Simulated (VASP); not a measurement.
A run of VASP 6.6.1 is set up as follows.

The input INCAR:

```
PREC = Accurate
ENCUT = 560
EDIFF = 1E-6
ISMEAR = 0
SIGMA = 0.15
LREAL = F
LASPH = T
NELM = 120
ALGO = Normal
ISIF = 2
LWAVE = F
LCHARG = F
NBANDS = 24
GGA_COMPAT = F
```

The input KPOINTS:

```
regular mesh
0
Gamma
  18 18 10
```

File POSCAR:

```
Ir
1.0
    2.7684000000      0.0000000000      0.0000000000
   -1.3842000000      2.3975047278      0.0000000000
    0.0000000000      0.0000000000      4.4593000000
Ir
2
Direct
    0.6666666667      0.3333333333      0.7500000000
    0.3333333333      0.6666666667      0.2500000000
```

Potentials or basis: VASP PAW LDA potentials, release 64 (Ir_sv_GW).

Run with:

```console
$ cat potpaw_LDA.64/Ir_sv_GW/POTCAR > POTCAR
$ mpirun -np 1 vasp_std > vasp.out
```

(1) Estimate the pressure.

(2) Estimate the band gap on the k mesh.

Answers

(1) -21.9 GPa.

(2) zero (bands 17 and 18 overlap by 3.15 eV).

Caveat: the cell stands under tension; spin-orbit coupling is left out, which moves the levels of the heavy elements.
